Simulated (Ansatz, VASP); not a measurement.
## TePb: VASP beside Ansatz

INCAR

```
SYSTEM = TePb
PREC = Accurate
ENCUT = 520
EDIFF = 1E-8
ISMEAR = -1
SIGMA = 0.03
LREAL = .False.
LASPH = .True.
NELM = 60
ALGO = Normal
ISIF = 2
LWAVE = .False.
LCHARG = .False.
GGA = PS
LEFG = .True.
NBANDS = 17
```

Contents of KPOINTS:

```
regular mesh
0
Gamma
  10 10 10
  0 0 0
```

File POSCAR:

```
TePb
1.0
    0.0000000000      3.2483714838      3.2483714838
    3.2483714838      0.0000000000      3.2483714838
    3.2483714838      3.2483714838      0.0000000000
Te Pb
1 1
Direct
    0.5000000000      0.5000000000      0.5000000000
    0.0000000000      0.0000000000      0.0000000000
```

Input for Ansatz:

```yaml
crystal:
  lattice:
    - [0.0, 3.2483714838, 3.2483714838]
    - [3.2483714838, 0.0, 3.2483714838]
    - [3.2483714838, 3.2483714838, 0.0]
  atoms:
    - { symbol: Te, position: [0.5, 0.5, 0.5] }
    - { symbol: Pb, position: [0.0, 0.0, 0.0] }
kpoints:
  mp_grid: { grid: [10, 10, 10] }
scf:
  occupations: { method: fermi_dirac, width: 0.03 }
hamiltonian:
  xc: pbesol
  pseudopotentials: { kind: all_electron, datasets: crystal }
output:
  forces: true
  stress: true
  eigenvalues: true
  efg: { contact_densities: true }
```

Change from the starting cell: volume scaled by 1.02, crystal datasets.

Alike in both runs: task electric field gradients; functional PBEsol; k mesh 10 × 10 × 10; occupations fermi-dirac, width 0.03 eV; no spin polarisation.

```csv
,VASP,Ansatz
version,VASP 6.6.1,Ansatz 0.2.0
potentials or method,"VASP PAW PBE potentials, release 64 (Te, Pb_d), cutoff 520 eV","all-electron PAW with datasets made for the crystal, scalar-relativistic"
```

|  | VASP | Ansatz | Ansatz less VASP |
| --- | --- | --- | --- |
| pressure (GPa) | -1.1 | -1.1 | +0.03 |

VASP's potentials were made for PBE, not for PBEsol. Ansatz ran all-electron here, and VASP with PAW potentials.

Neither program's run includes spin-orbit coupling.
